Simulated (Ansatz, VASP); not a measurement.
**ZrBr5 in VASP and in Ansatz**

The input INCAR:

```
SYSTEM = ZrBr5
  ALGO = Normal
  EDIFF = 1E-7
  ENCUT = 520
  GGA = PE
  ISIF = 2
  ISMEAR = 0
  LASPH = .True.
  LCHARG = .False.
  LREAL = .False.
  LWAVE = .False.
  NBANDS = 32
  NELM = 60
  PREC = Accurate
  SIGMA = 0.1
```

The input KPOINTS:

```
k-points
0
Gamma
  3 3 4
  0 0 0
```

The input POSCAR:

```
ZrBr5
1.0
    6.6665712200      0.0000000000      0.0000000000
   -3.3332856100      5.7734200300      0.0000000000
    0.0000000000      0.0000000000      5.2658764800
Zr Br
1 5
Direct
    0.0000000000      0.0000000000      0.0000000000
    0.5000000000      0.0000000000      0.5000000000
    0.5000000000      0.5000000000      0.5000000000
    0.0000000000      0.5000000000      0.5000000000
    0.3333333300      0.6666666700      0.0000000000
    0.6666666700      0.3333333300      0.0000000000
```

Input for Ansatz:

```yaml
crystal:
  lattice:
    - [6.66657122, 0.0, 0.0]
    - [-3.33328561, 5.77342003, 0.0]
    - [0.0, 0.0, 5.26587648]
  atoms:
    - { symbol: Zr, position: [0.0, 0.0, 0.0] }
    - { symbol: Br, position: [0.5, 0.0, 0.5] }
    - { symbol: Br, position: [0.5, 0.5, 0.5] }
    - { symbol: Br, position: [0.0, 0.5, 0.5] }
    - { symbol: Br, position: [0.33333333, 0.66666667, 0.0] }
    - { symbol: Br, position: [0.66666667, 0.33333333, 0.0] }
basis:
  ecutwfc: 420
kpoints:
  mp_grid: { grid: [3, 3, 4] }
hamiltonian:
  xc: pbe
scf:
  occupations: { method: gaussian, width: 0.1 }
  lower_state_search: "off"
output:
  forces: true
  stress: true
  eigenvalues: true
```

Change from the starting cell: species swapped into the NdCo5 type (P6/mmm, No. 191).

Alike in both runs: task single point; functional PBE; k mesh 3 × 3 × 4; occupations gaussian, width 0.1 eV; no spin polarisation.

|  | VASP | Ansatz |
| --- | --- | --- |
| version | VASP 6.6.1 | Ansatz 0.2.0 |
| potentials or method | VASP PAW PBE potentials, release 64 (Zr_sv, Br), cutoff 520 eV | scalar-relativistic, plane waves, PAW |
| valence electrons in the cell | 47 | 47 |

```tsv
	VASP	Ansatz	Ansatz less VASP
gap on the k mesh at the Fermi level (eV)	none	none	-
pressure (GPa)	-3.0	-3.0	0.00
traceless stress, the component that is largest in VASP (GPa)	5.12	5.11	-0.004
```

A gap of «none» marks a metal or a gap that the smearing closes.

The k mesh is coarse, so the values compare programs but aren't converged.
